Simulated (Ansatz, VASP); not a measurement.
# C: VASP beside Ansatz

INCAR

```
  ALGO = Normal
  EDIFF = 1E-6
  ENCUT = 600
  GGA = PE
  GGA_COMPAT = False
  ISIF = 2
  ISMEAR = -1
  LASPH = True
  LCHARG = False
  LREAL = False
  LWAVE = False
  NBANDS = 16
  NELM = 120
  PREC = Accurate
  SIGMA = 0.1
```

Contents of KPOINTS:

```
k-points
0
Gamma
  15 15 5
```

Contents of POSCAR:

```
C
1.0
    2.4665682607      0.0000000000      0.0000000000
   -1.2332841304      2.1361107739      0.0000000000
    0.0000000000      0.0000000000      8.4948739003
C
4
Direct
    0.0000000000      0.0000000000      0.2500000000
    0.0000000000      0.0000000000      0.7500000000
    0.3333333333      0.6666666667      0.2500000000
    0.6666666667      0.3333333333      0.7500000000
```

Input for Ansatz:

```yaml
crystal:
  lattice:
    - [2.4665682607, 0.0, 0.0]
    - [-1.2332841304, 2.1361107739, 0.0]
    - [0.0, 0.0, 8.4948739003]
  atoms:
    - { symbol: C, position: [0.0, 0.0, 0.25] }
    - { symbol: C, position: [0.0, 0.0, 0.75] }
    - { symbol: C, position: [0.3333333333, 0.6666666667, 0.25] }
    - { symbol: C, position: [0.6666666667, 0.3333333333, 0.75] }
kpoints:
  mp_grid: { grid: [15, 15, 5] }
scf:
  occupations: { method: fermi_dirac, width: 0.1 }
hamiltonian:
  xc: pbe
  pseudopotentials: { kind: nc }
output:
  forces: true
  stress: true
  eigenvalues: true
```

Change from the starting cell: volume scaled by 1, norm-conserving files.

Alike in both runs: task single point; functional PBE; k mesh 15 × 15 × 5; occupations fermi-dirac, width 0.1 eV; no spin polarisation.

```csv
,VASP,Ansatz
version,VASP 6.6.1,Ansatz 0.2.0
potentials or method,"VASP PAW PBE potentials, release 64 (C)","norm-conserving pseudopotentials, scalar-relativistic"
plane-wave cutoff (eV),600,1116
valence electrons in the cell,16,16
```

```tsv
	VASP	Ansatz	Ansatz less VASP
pressure (GPa)	0.0	0.0	-0.07
traceless stress, the component that is largest in VASP (GPa)	-0.23	0.10	+0.325
```
